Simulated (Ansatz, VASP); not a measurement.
Two plane-wave programs on Ag

```
Ag
1.0
     0.00000    1.98181    2.01245
     1.98181    0.00000    2.01245
     1.98181    1.98181    0.00000
Ag
1
Cartesian
  0.0000 0.0000 0.0000
```

Change from the starting cell: strain -0.030 along x and y, -0.015 along z, atoms carried along.

Alike in both runs: task single point; functional PBE; k mesh 10 × 10 × 10; occupations gaussian, width 0.15 eV; no spin polarisation.

|  | VASP | Ansatz |
| --- | --- | --- |
| version | VASP 6.6.1 | Ansatz 0.2.0 |
| potentials or method | VASP PAW PBE potentials, release 64 (Ag), cutoff 520 eV | scalar-relativistic, plane waves, PAW |
| valence electrons in the cell | 11 | 19 |

Ansatz gave:

```
gap on the k mesh at the Fermi level (eV)                     : none
pressure (GPa)                                                : 16.0
traceless stress, the component that is largest in VASP (GPa) : -0.55
```

Task: What did VASP give for the same quantities?

Result: gap on the k mesh at the Fermi level (eV): none; pressure (GPa): 15.7; traceless stress, the component that is largest in VASP (GPa): -0.54.

A gap of «none» marks a metal or a gap that the smearing closes. VASP's potentials hold 11 valence electrons a cell and Ansatz's 19, so a difference there can come from the potentials and not from the codes.
